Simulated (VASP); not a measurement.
Wanted: the native input for a VASP 6.6.1 run.

```
Task                   : single point
Functional             : PBEsol
Potentials or basis    : VASP PAW PBE potentials, release 64 (Y_sv, Se)
Cutoff                 : 520 eV
k mesh                 : 8 × 8 × 8
Occupations            : gaussian, width 0.05 eV
Spin                   : no spin polarisation
Dipole correction      : no
Further INCAR settings : ALGO = Fast; EDIFF = 1e-06; NBANDS = 18
```

The structure of YSe2 lies in POSCAR:

```
YSe2
1.0
    0.0000000000      3.3784000855      3.3784000855
    3.3784000855      0.0000000000      3.3784000855
    3.3784000855      3.3784000855      0.0000000000
Y Se
1 2
Direct
    0.0000000000      0.0000000000      0.0000000000
    0.2500000000      0.2500000000      0.2500000000
    0.7500000000      0.7500000000      0.7500000000
```

The input as run:

INCAR

```
PREC = Accurate
ENCUT = 520
EDIFF = 1E-6
ISMEAR = 0
SIGMA = 0.05
LREAL = False
LASPH = True
NELM = 100
ALGO = Fast
ISIF = 2
LWAVE = False
LCHARG = False
GGA = PS
NBANDS = 18
```

KPOINTS

```
regular mesh
0
Gamma
  8 8 8
```

Potentials or basis: VASP PAW PBE potentials, release 64 (Y_sv, Se).

Command:

```bash
$ cat potpaw_PBE.64/Y_sv/POTCAR potpaw_PBE.64/Se/POTCAR > POTCAR
$ mpirun -np 1 vasp_std > vasp.out
```

It gave:

```yaml
Pressure: 0.0 GPa
Band_gap_on_the_k_mesh: zero (an odd number of electrons rules out a gap without spin polarisation)
```

Caveat: the PAW data sets were made with another functional, which shifts forces and pressure a little; an odd number of electrons without spin polarisation forces a metal; a magnetic or distorted state may lie lower.

It took 2.8 min on 1 thread of Oxide Virtual Turin-like Processor, with other jobs on the host, peak memory 0.21 GiB.
